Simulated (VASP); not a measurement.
# MnS (Fm-3m) in VASP: a series of runs, part 2 of 2

VASP 6.6.1. Earlier steps stand in the parts before.

## 3. Single point, PBE, collinear spin, ferromagnetic start

INCAR reads:

```
  PREC = Accurate
  ENCUT = 680
  EDIFF = 1E-6
  ISMEAR = -1
  SIGMA = 0.05
  LREAL = F
  LASPH = T
  NELM = 200
  ALGO = Normal
  ISIF = 2
  LWAVE = F
  LCHARG = F
  ISPIN = 2
  MAGMOM = 2 0
  LORBIT = 11
  NUPDOWN = 2.0
  LMAXMIX = 4
  GGA = PE
  NBANDS = 22
  GGA_COMPAT = F
```

KPOINTS reads:

```
Automatic mesh
0
Gamma
  7 7 7
```

POSCAR reads:

```
MnS
1.0
    0.0000000000      2.6045000000      2.6045000000
    2.6045000000      0.0000000000      2.6045000000
    2.6045000000      2.6045000000      0.0000000000
Mn S
1 1
Direct
    0.0000000000      0.0000000000      0.0000000000
    0.5000000000      0.5000000000      0.5000000000
```

Potentials or basis: VASP PAW PBE potentials, release 64 (Mn_sv, S).

Run with:

```sh
> cat potpaw_PBE.64/Mn_sv/POTCAR potpaw_PBE.64/S/POTCAR > POTCAR
> mpirun -np 1 vasp_std > vasp.out
```

OUTCAR:

```text
PREC = Accurate
   ENCUT = 680
   EDIFF = 1E-6
   ISMEAR = -1
   LREAL = F
   LASPH = T
   NELM = 200
   ISIF = 2
   ISPIN = 2
   LORBIT = 11
   NUPDOWN = 2.0
   GGA = PE

 ion  position               nearest neighbor table
   1  0.000  0.000  0.000-   2 2.60   2 2.60   2 2.60   2 2.60   2 2.60   2 2.60
   2  0.500  0.500  0.500-   1 2.60   1 2.60   1 2.60   1 2.60   1 2.60   1 2.60

  LATTYP: Found a face centered cubic cell.
 ALAT       =     5.2090000000

  Lattice vectors:

 A1 = (   0.0000000000,   2.6045000000,   2.6045000000)
 A2 = (   2.6045000000,   0.0000000000,   2.6045000000)
 A3 = (   2.6045000000,   2.6045000000,   0.0000000000)

Analysis of symmetry for initial positions (statically):
=====================================================================
 Subroutine PRICEL returns:
 Original cell was already a primitive cell.

 Routine SETGRP: Setting up the symmetry group for a
 face centered cubic supercell.

 Subroutine GETGRP returns: Found 48 space group operations
 (whereof 48 operations were pure point group operations)
 out of a pool of 48 trial point group operations.

The static configuration has the point symmetry O_h .

Analysis of symmetry for dynamics (positions and initial velocities):
=====================================================================
 Subroutine PRICEL returns:
 Original cell was already a primitive cell.

 Routine SETGRP: Setting up the symmetry group for a
 face centered cubic supercell.

 Subroutine GETGRP returns: Found 48 space group operations
 (whereof 48 operations were pure point group operations)
 out of a pool of 48 trial point group operations.

The dynamic configuration has the point symmetry O_h .

Analysis of structural, dynamic, and magnetic symmetry:
=====================================================================
 Subroutine PRICEL returns:
 Original cell was already a primitive cell.

 Routine SETGRP: Setting up the symmetry group for a
 face centered cubic supercell.

 Subroutine GETGRP returns: Found 48 space group operations
 (whereof 48 operations were pure point group operations)
 out of a pool of 48 trial point group operations.

The overall configuration has the point symmetry O_h .

 Subroutine INISYM returns: Found 48 space group operations
 (whereof 48 operations are pure point group operations),
 and found     1 'primitive' translations

----------------------------------------------------------------------------------------

                                     Primitive cell

  volume of cell :      35.3348

  direct lattice vectors                    reciprocal lattice vectors
     0.000000000  2.604500000  2.604500000    -0.191975427  0.191975427  0.191975427
     2.604500000  0.000000000  2.604500000     0.191975427 -0.191975427  0.191975427
     2.604500000  2.604500000  0.000000000     0.191975427  0.191975427 -0.191975427

  length of vectors
     3.683319223  3.683319223  3.683319223     0.332511194  0.332511194  0.332511194

  position of ions in fractional coordinates (direct lattice)
     0.000000000  0.000000000  0.000000000
     0.500000000  0.500000000  0.500000000

  ion indices of the primitive-cell ions
[... 59 lines left out ...]
   NGXF,Y,Z  is equivalent  to a cutoff of  28.89, 28.89, 28.89 a.u.
 SYSTEM =  unknown system
   PREC   = accura    normal or accurate (medium, high low for compatibility)
   ISTART =      0    job   : 0-new  1-cont  2-samecut
   ICHARG =      2    charge: 1-file 2-atom 10-const
   ISPIN  =      2    spin polarized calculation?
   LNONCOLLINEAR =      F non collinear calculations
   LSORBIT =      F    spin-orbit coupling
   LASPH  =      T    aspherical Exc in radial PAW
   ENCUT  =  680.0 eV  49.98 Ry    7.07 a.u.   7.83  7.83  7.83*2*pi/ulx,y,z
   NELM   =    200;   NELMIN=  2; NELMDL= -5     # of ELM steps
   EDIFF  = 0.1E-05   stopping-criterion for ELM
   LREAL  =      F    real-space projection
   EDIFFG = 0.1E-04   stopping-criterion for IOM
   NSW    =      0    number of steps for IOM
   IBRION =     -1    ionic relax: 0-MD 1-quasi-New 2-CG
   NFREE  =      0    steps in history (QN), initial steepest desc. (CG)
   ISIF   =      2    stress and relaxation
   ISYM   =      2    0-nonsym 1-usesym 2-fastsym
   POTIM  = 0.5000    time-step for ionic-motion
   TEBEG  =    0.0;   TEEND  =   0.0 temperature during run
   PSTRESS=    0.0 pullay stress
   NELECT =      21.0000    total number of electrons
   NUPDOWN=       2.0000    fix difference up-down
   EMIN   =  10.00;   EMAX   =-10.00  energy-range for DOS
   EFERMI =   0.00;   METHOD = LEGACY
   ISMEAR =    -1;   SIGMA  =   0.05  broadening in eV -4-tet -1-fermi 0-gaus
   EFERMI_NEDOS =   21; number of points for ismear=-14 and -15
   IALGO  =     38    algorithm
   IMIX   =      4    mixing-type and parameters
     AMIX     =   0.40;   BMIX     =  1.00
     AMIX_MAG =   1.60;   BMIX_MAG =  1.00
  volume/ion in A,a.u.               =      17.67       119.23
  Fermi-wavevector in a.u.,A,eV,Ry     =   1.376407  2.601032 25.776190  1.894496
  Thomas-Fermi vector in A             =   2.501655
   LORBIT       =     11    0 simple, 1 ext, 2 COOP (PROOUT), +10 PAW based schemes
   GGA     = PE    functional components
   LHFCALC =     F    Hartree Fock is set to
   AEXX    =    0.0000 exact exchange contribution
   IVDW    =     0    specifies the selected vdW correction
   LEPSILON=     F    determine dielectric tensor
   LRPA    =     F    only Hartree local field effects (RPA)
 spin polarized calculation
  energy-cutoff  :      680.00
  volume of cell :       35.33
 maximum number of plane-waves:      1436
   NGX = 15   NGY = 15   NGZ = 15

 number of electron      20.9999996 magnetization       2.0000000

 Free energy of the ion-electron system (eV)
  ---------------------------------------------------
  ext. energy  EPLUGINS =         0.00000000
  ---------------------------------------------------
  free energy    TOTEN  =       -12.82864762 eV

  energy without entropy =      -12.80526987  energy(sigma->0) =      -12.81695874

 E-fermi :   7.8482     XC(G=0): -10.7400

 val. band max:        7.8004696894   @ k =   0.2857   0.0000   0.0000
 cond. band min:       6.9196315126   @ k =   0.1429   0.0000   0.0000
 fundamental gap:     -0.8808381768
 Fermi energy:         6.9118605336

 spin component 1

 k-point     1 :       0.0000    0.0000    0.0000
  band No.  band energies     occupation
      1     -72.8883      1.00000
      2     -41.6451      1.00000
      3     -41.6451      1.00000
      4     -41.6451      1.00000
      5      -7.0406      1.00000
      6       5.2146      1.00000
[... 489 lines left out ...]
     21      24.4869      0.00000
     22      26.5815      0.00000
 Fermi energy:         7.8481898997

 spin component 2

 k-point     1 :       0.0000    0.0000    0.0000
  band No.  band energies     occupation
      1     -70.7245      1.00000
      2     -39.5234      1.00000
      3     -39.5234      1.00000
      4     -39.5234      1.00000
      5      -7.0844      1.00000
      6       5.5271      1.00000
[... 489 lines left out ...]
     21      24.5862      0.00000
     22      26.8484      0.00000

------------------------ aborting loop because EDIFF is reached ----------------------------------------

  FORCE on cell =-STRESS in cart. coord.  units (eV):
  Direction    XX          YY          ZZ          XY          YZ          ZX
  --------------------------------------------------------------------------------------
  -------------------------------------------------------------------------------------
  Total       -4.3625062     -4.3625062     -4.3625062     -0.0000000      0.0000000      0.0000000
  in kB     -197.8078652   -197.8078652   -197.8078652     -0.0000000      0.0000000      0.0000000
  external PRESSURE =    -197.8078652 kB  Pullay stress =       0.0000000 kB

 VOLUME and BASIS-vectors are now :
 -----------------------------------------------------------------------------
  energy-cutoff  :      680.00
  volume of cell :       35.33
      direct lattice vectors                 reciprocal lattice vectors
     0.000000000  2.604500000  2.604500000    -0.191975427  0.191975427  0.191975427
     2.604500000  0.000000000  2.604500000     0.191975427 -0.191975427  0.191975427
     2.604500000  2.604500000  0.000000000     0.191975427  0.191975427 -0.191975427

 POSITION                                       TOTAL-FORCE (eV/Angst)
 -----------------------------------------------------------------------------------
      0.00000      0.00000      0.00000        -0.000000      0.000000      0.000000
      2.60450      2.60450      2.60450         0.000000     -0.000000     -0.000000
 -----------------------------------------------------------------------------------
    total drift:                                0.000000     -0.000000     -0.000000

  FREE ENERGIE OF THE ION-ELECTRON SYSTEM (eV)
  ---------------------------------------------------
  free  energy   TOTEN  =       -12.8286476173 eV

  energy  without entropy=      -12.8052698681  energy(sigma->0) =      -12.81695874

 total charge

# of ion       s       p       d       tot
------------------------------------------
    1        2.116   5.995   4.731  12.842
    2        1.326   2.303   0.000   3.630
--------------------------------------------------
tot          3.443   8.299   4.731  16.472

 magnetization (x)

# of ion       s       p       d       tot
------------------------------------------
    1        0.011   0.004   1.924   1.939
    2       -0.006  -0.048   0.000  -0.053
--------------------------------------------------
tot          0.005  -0.043   1.924   1.886
```

stdout:

```text
POSCAR found type information on POSCAR MnS
 POSCAR found :  2 types and       2 ions
 scaLAPACK will be used
 LDA part: xc-table for (Slater+PW92), standard interpolation
 POSCAR, INCAR and KPOINTS ok, starting setup
 FFT: planning ... GRIDC
 FFT: planning ... GRID_SOFT
 FFT: planning ... GRID
 WAVECAR not read
 entering main loop
```

Wall time 30 s (1 thread of AMD EPYC 9R45 (Zen 5), shared host); peak memory 0.18 GiB.

Results:

```
Free energy                                           : -12.8286 eV
Pressure                                              : -19.8 GPa
Net moment                                            : 2.00 μB per cell
Site moments                                          : Mn +1.94; S -0.05 μB
Valence electrons inside the program's atomic spheres : Mn 12.84; S 3.63
```

Caveat: the cell stands under tension; the total moment is fixed, so each spin has its own Fermi level and the state may be an excited one; a cell with one magnetic atom can't hold antiferromagnetic order, which such compounds often take.

## 4. Single point, PBE, collinear spin, ferromagnetic start

INCAR reads:

```
SYSTEM = MnS
PREC     = Accurate       ! precision mode
ENCUT    = 680            ! plane-wave cutoff, eV
EDIFF    = 1E-6           ! SCF threshold, eV
ISMEAR   = -1             ! smearing method
SIGMA    = 0.05           ! smearing width, eV
LREAL    = .FALSE.        ! projectors in reciprocal space
LASPH    = .TRUE.         ! aspherical terms in the spheres
NELM     = 200            ! most SCF steps
ALGO     = Normal         ! electronic algorithm
ISIF     = 2              ! what is computed and relaxed
LWAVE    = .FALSE.        ! write WAVECAR
LCHARG   = .FALSE.        ! write CHGCAR
ISPIN    = 2              ! spin polarisation
MAGMOM   = 3 0            ! initial moments
LORBIT   = 11             ! projections on sites
NUPDOWN  = 3.0            ! fixed moment
LMAXMIX  = 4              ! l up to which the mixer works
GGA      = PE             ! functional
NBANDS   = 22             ! bands
GGA_COMPAT= .FALSE.
```

KPOINTS reads:

```
Automatic mesh
0
G
  7 7 7
  0 0 0
```

POSCAR is that of step 3.

Run with:

```sh
> cat potpaw_PBE.64/Mn_sv/POTCAR potpaw_PBE.64/S/POTCAR > POTCAR
> mpirun -np 1 vasp_std > vasp.out
```

Run time: 30 s. Hardware: 1 thread of AMD EPYC 9R45 (Zen 5), shared host; peak memory 0.18 GiB.

It converged, with:

- Free energy: -13.3952 eV
- Pressure: -17.0 GPa
- Net moment: 3.00 μB per cell
- Site moments: Mn +2.87; S -0.09 μB
- Valence electrons inside the program's atomic spheres: Mn 12.84; S 3.64

Caveat: the cell stands under tension; the total moment is fixed, so each spin has its own Fermi level and the state may be an excited one; a cell with one magnetic atom can't hold antiferromagnetic order, which such compounds often take.

## 5. Single point, LDA, collinear spin, ferromagnetic start

This run uses another cell than the first one, of 13.87 Å³/atom.

INCAR reads:

```
PREC = Accurate ; ENCUT = 680
EDIFF = 1E-6 ; ISMEAR = -1
SIGMA = 0.05 ; LREAL = F
LASPH = T ; NELM = 200
ALGO = Normal ; ISIF = 2
LWAVE = F ; LCHARG = F
ISPIN = 2 ; MAGMOM = 4 0
LORBIT = 11 ; LMAXMIX = 4
NBANDS = 22 ; GGA_COMPAT = F
```

KPOINTS reads:

```
Automatic mesh
0
Gamma
  9 9 9
```

POSCAR reads:

```
MnS
1.0
    0.0000000000      2.4024686735      2.4024686735
    2.4024686735      0.0000000000      2.4024686735
    2.4024686735      2.4024686735      0.0000000000
Mn S
1 1
Direct
    0.0000000000      0.0000000000      0.0000000000
    0.5000000000      0.5000000000      0.5000000000
```

Potentials or basis: VASP PAW LDA potentials, release 64 (Mn_sv, S).

Run with:

```sh
> cat potpaw_LDA.64/Mn_sv/POTCAR potpaw_LDA.64/S/POTCAR > POTCAR
> mpirun -np 1 vasp_std > vasp.out
```

Run time: 42 s. Hardware: 1 thread of Intel Xeon Platinum 8488C (Sapphire Rapids), shared host; peak memory 0.18 GiB.

It converged, with:

- Free energy: -15.4264 eV
- Pressure: -1.5 GPa
- Net moment: 3.56 μB per cell
- Site moments: Mn +3.13; S +0.06 μB
- Valence electrons inside the program's atomic spheres: Mn 12.95; S 3.73

Levels at points of the mesh, in eV from the Fermi level:
Spin up:
```
           k point  band 10  band 11  band 12  band 13  band 14  band 15
(0.00, 0.00, 0.00)    -2.93    -1.97    -1.97    -1.97     4.05     9.49
```
Spin down:
```csv
k point,band 6,band 7,band 8,band 9,band 10,band 11,band 12,band 13
"(0.00, 0.00, 0.00)",-1.74,-1.74,-1.74,-0.67,-0.67,-0.67,-0.54,-0.54
```

Caveat: a cell with one magnetic atom can't hold antiferromagnetic order, which such compounds often take; semilocal functionals often make such compounds metallic where correlation or magnetic order opens a gap, which also shifts bond lengths. With open d or f shells a metallic result of LDA can be an artefact of self-interaction; +U or a hybrid may open a gap.

## 6. Overview

```tsv
level	potentials or basis	fixed moment (μB)	cell	k mesh	pressure (GPa)	moment (μB)
PBE	VASP PAW PBE potentials, release 64 (Mn_sv, S)	6.0	a = 3.683 Å, angles 60.0°, 2 atoms	7 × 7 × 7	12.5	6.00
PBE	VASP PAW PBE potentials, release 64 (Mn_sv, S)	2.0	a = 3.683 Å, angles 60.0°, 2 atoms	7 × 7 × 7	-19.8	2.00
PBE	VASP PAW PBE potentials, release 64 (Mn_sv, S)	3.0	a = 3.683 Å, angles 60.0°, 2 atoms	7 × 7 × 7	-17.0	3.00
LDA	VASP PAW LDA potentials, release 64 (Mn_sv, S)	-	a = 3.398 Å, angles 60.0°, 2 atoms	9 × 9 × 9	-1.5	3.56
```

Alike in all rows: task single point; spin collinear, ferromagnetic start; cutoff (eV) 680; smearing fermi-dirac 0.05 eV.

Caveats: a cell with one magnetic atom can't hold antiferromagnetic order, which such compounds often take; the total moment is fixed, so each spin has its own Fermi level and the state may be an excited one (at least some runs); the cell stands under tension (at least some runs); the cell stands under pressure (at least some runs); semilocal functionals often make such compounds metallic where correlation or magnetic order opens a gap, which also shifts bond lengths (at least some runs).

Total energies depend on the potentials used, so only differences within one code and one set of settings carry meaning.
